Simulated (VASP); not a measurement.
# Zr (P6_3/mmc) in VASP: single point with PBEsol+D3(BJ)

Aim: the single point of Zr with PBEsol+D3(BJ).

Everything below comes from runs of VASP 6.6.1. Logs are shortened: lines on timing, memory, paths and dates and some standing lists are left out, and cuts for length are marked.

## Step 1: The cell of the first run

The structure is hexagonal, space group P6_3/mmc (No. 194). The conventional cell has a = 3.129 Å, b = 3.129 Å, c = 5.066 Å, α = 90.00°, β = 90.00°, γ = 120.00°. Zr (site symmetry -6m2) has 12 Zr at 3.11 to 3.13 Å within 4.1 Å.

## Step 2: Single point, PBEsol+D3(BJ)

Contents of INCAR:

```
SYSTEM = Zr
PREC     = Accurate       ! precision mode
ENCUT    = 500            ! plane-wave cutoff, eV
EDIFF    = 1E-6           ! SCF threshold, eV
ISMEAR   = 0              ! smearing method
SIGMA    = 0.1            ! smearing width, eV
LREAL    = .False.        ! projectors in reciprocal space
LASPH    = .True.         ! aspherical terms in the spheres
NELM     = 120            ! most SCF steps
ALGO     = Normal         ! electronic algorithm
ISIF     = 2              ! what is computed and relaxed
LWAVE    = .False.        ! write WAVECAR
LCHARG   = .False.        ! write CHGCAR
GGA      = PS             ! functional
IVDW     = 12             ! dispersion correction
NBANDS   = 19             ! bands
GGA_COMPAT= .False.
```

Contents of KPOINTS:

```
regular mesh
0
Gamma
  15 15 8
  0 0 0
```

Contents of POSCAR:

```
Zr
1.0
    3.1287935839      0.0000000000      0.0000000000
   -1.5643967920      2.7096147269      0.0000000000
    0.0000000000      0.0000000000      5.0657287509
Zr
2
Direct
    0.3333333333      0.6666666667      0.2500000000
    0.6666666667      0.3333333333      0.7500000000
```

Potentials or basis: VASP PAW PBE potentials, release 64 (Zr_sv).

Command:

```bash
$ cat potpaw_PBE.64/Zr_sv/POTCAR > POTCAR
$ mpirun -np 1 vasp_std > vasp.out
```

OUTCAR:

```text
SYSTEM = Zr
   PREC = Accurate
   ENCUT = 500
   EDIFF = 1E-6
   ISMEAR = 0
   LREAL = .False.
   LASPH = .True.
   NELM = 120
   ISIF = 2
   GGA = PS
   IVDW = 12
 IVDW          = 12

 ion  position               nearest neighbor table
   1  0.333  0.667  0.250-   2 3.11   2 3.11   2 3.11   2 3.11   2 3.11   2 3.11
   2  0.667  0.333  0.750-   1 3.11   1 3.11   1 3.11   1 3.11   1 3.11   1 3.11

  LATTYP: Found a hexagonal cell.
 ALAT       =     3.1287935839
 C/A-ratio  =     1.6190677381

  Lattice vectors:

 A1 = (   3.1287935839,   0.0000000000,   0.0000000000)
 A2 = (  -1.5643967920,   2.7096147269,   0.0000000000)
 A3 = (   0.0000000000,   0.0000000000,   5.0657287509)

Analysis of symmetry for initial positions (statically):
=====================================================================
 Subroutine PRICEL returns:
 Original cell was already a primitive cell.

 Routine SETGRP: Setting up the symmetry group for a
 hexagonal supercell.

 Subroutine GETGRP returns: Found 24 space group operations
 (whereof 12 operations were pure point group operations)
 out of a pool of 24 trial point group operations.

The static configuration has the point symmetry D_3d.
 The point group associated with its full space group is D_6h.

Analysis of symmetry for dynamics (positions and initial velocities):
=====================================================================
 Subroutine PRICEL returns:
 Original cell was already a primitive cell.

 Routine SETGRP: Setting up the symmetry group for a
 hexagonal supercell.

 Subroutine GETGRP returns: Found 24 space group operations
 (whereof 12 operations were pure point group operations)
 out of a pool of 24 trial point group operations.

The dynamic configuration has the point symmetry D_3d.
 The point group associated with its full space group is D_6h.

 Subroutine INISYM returns: Found 24 space group operations
 (whereof 12 operations are pure point group operations),
 and found     1 'primitive' translations

----------------------------------------------------------------------------------------

                                     Primitive cell

  volume of cell :      42.9464

  direct lattice vectors                    reciprocal lattice vectors
     3.128793584  0.000000000  0.000000000     0.319612008  0.184528079  0.000000000
    -1.564396792  2.709614727  0.000000000     0.000000000  0.369056158  0.000000000
     0.000000000  0.000000000  5.065728751     0.000000000  0.000000000  0.197404964
[... 83 lines left out ...]
   NELM   =    120;   NELMIN=  2; NELMDL= -5     # of ELM steps
   EDIFF  = 0.1E-05   stopping-criterion for ELM
   LREAL  =      F    real-space projection
   EDIFFG = 0.1E-04   stopping-criterion for IOM
   NSW    =      0    number of steps for IOM
   IBRION =     -1    ionic relax: 0-MD 1-quasi-New 2-CG
   NFREE  =      0    steps in history (QN), initial steepest desc. (CG)
   ISIF   =      2    stress and relaxation
   ISYM   =      2    0-nonsym 1-usesym 2-fastsym
   POTIM  = 0.5000    time-step for ionic-motion
   TEBEG  =    0.0;   TEEND  =   0.0 temperature during run
   PSTRESS=    0.0 pullay stress
   NELECT =      24.0000    total number of electrons
   NUPDOWN=      -1.0000    fix difference up-down
   EMIN   =  10.00;   EMAX   =-10.00  energy-range for DOS
   EFERMI =   0.00;   METHOD = LEGACY
   ISMEAR =     0;   SIGMA  =   0.10  broadening in eV -4-tet -1-fermi 0-gaus
   EFERMI_NEDOS =   21; number of points for ismear=-14 and -15
   IALGO  =     38    algorithm
   IMIX   =      4    mixing-type and parameters
     AMIX     =   0.40;   BMIX     =  1.00
     AMIX_MAG =   1.60;   BMIX_MAG =  1.00
  volume/ion in A,a.u.               =      21.47       144.91
  Fermi-wavevector in a.u.,A,eV,Ry     =   1.348455  2.548210 24.739893  1.818331
  Thomas-Fermi vector in A             =   2.476122
   LORBIT       =      0    0 simple, 1 ext, 2 COOP (PROOUT), +10 PAW based schemes
   GGA     = PS    functional components
   LHFCALC =     F    Hartree Fock is set to
   AEXX    =    0.0000 exact exchange contribution
   IVDW    =    12    specifies the selected vdW correction
   LEPSILON=     F    determine dielectric tensor
   LRPA    =     F    only Hartree local field effects (RPA)
 non-spin polarized calculation
 Gauss-broadening in eV      SIGMA  =   0.10
  energy-cutoff  :      500.00
  volume of cell :       42.95
 maximum number of plane-waves:      1104
 NGX is ok and might be reduce to    24
   NGX = 11   NGY = 11   NGZ = 19

 number of electron      23.9999999 magnetization

 Free energy of the ion-electron system (eV)
  ---------------------------------------------------
  ext. energy  EPLUGINS =         0.00000000
  ---------------------------------------------------
  free energy    TOTEN  =       -18.13782756 eV

  energy without entropy =      -18.12750484  energy(sigma->0) =      -18.13266620

 E-fermi :   9.8049     XC(G=0): -11.5773

 val. band max:        9.8021598129   @ k =   0.0667   0.0667   0.3750
 cond. band min:       9.8178191208   @ k =   0.1333   0.1333   0.3750
 fundamental gap:      0.0156593079
 Fermi energy:         9.8049069797

 k-point     1 :       0.0000    0.0000    0.0000
  band No.  band energies     occupation
      1     -38.7940      2.00000
      2     -38.5892      2.00000
      3     -17.4842      2.00000
      4     -16.3583      2.00000
      5     -16.3583      2.00000
      6     -16.2123      2.00000
[... 505 lines left out ...]
      6     -16.8183      2.00000
[... 11 lines left out ...]
     18      15.0035      0.00000
     19      16.9533      0.00000

 [... further k-points ...]

------------------------ aborting loop because EDIFF is reached ----------------------------------------

 Edisp (eV)   -1.24963

 E8    (eV) :    -0.9201

  FORCE on cell =-STRESS in cart. coord.  units (eV):
  Direction    XX          YY          ZZ          XY          YZ          ZX
  --------------------------------------------------------------------------------------
  -------------------------------------------------------------------------------------
  Total       0.01454     0.01454     0.01576    -0.00000     0.00000     0.00000
  in kB       0.54230     0.54230     0.58798    -0.00000     0.00000     0.00000
  external pressure =        0.56 kB  Pullay stress =        0.00 kB

 VOLUME and BASIS-vectors are now :
 -----------------------------------------------------------------------------
  energy-cutoff  :      500.00
  volume of cell :       42.95
      direct lattice vectors                 reciprocal lattice vectors
     3.128793584  0.000000000  0.000000000     0.319612008  0.184528079  0.000000000
    -1.564396792  2.709614727  0.000000000     0.000000000  0.369056158  0.000000000
     0.000000000  0.000000000  5.065728751     0.000000000  0.000000000  0.197404964

 POSITION                                       TOTAL-FORCE (eV/Angst)
 -----------------------------------------------------------------------------------
     -0.00000      1.80641      1.26643        -0.000000      0.000000      0.000000
      1.56440      0.90320      3.79930         0.000000     -0.000000      0.000000
 -----------------------------------------------------------------------------------
    total drift:                                0.000000     -0.000000      0.000000

  FREE ENERGIE OF THE ION-ELECTRON SYSTEM (eV)
  ---------------------------------------------------
  free  energy   TOTEN  =       -19.3874583209 eV

  energy  without entropy=      -19.3771356039  energy(sigma->0) =      -19.38229696
```

It took 2.4 min on 1 thread of AMD EPYC 7R13, shared host; peak memory 0.2 GiB.

What came out:

```
Free energy                : -19.3875 eV
Pressure                   : 0.1 GPa
Band gap on the k mesh     : zero (band 12 reaches 10.82 eV, above the bottom of band 13 at 9.44 eV)
Dispersion energy per atom : -0.625 eV
```

Levels at points of the mesh, in eV from the Fermi level:
| k point | band 9 | band 10 | band 11 | band 12 | band 13 | band 14 | band 15 | band 16 |
| --- | --- | --- | --- | --- | --- | --- | --- | --- |
| (0.00, 0.00, 0.00) | -5.82 | -3.28 | 0.87 | 0.88 | 0.88 | 1.37 | 1.62 | 1.62 |
| (0.00, 0.00, 0.50) | -4.04 | -4.04 | -0.05 | -0.05 | 0.81 | 0.81 | 0.81 | 0.81 |

Caveat: the PAW data sets were made with another functional, which shifts forces and pressure a little; pairwise dispersion overbinds metals, which lowers pressure and volume.
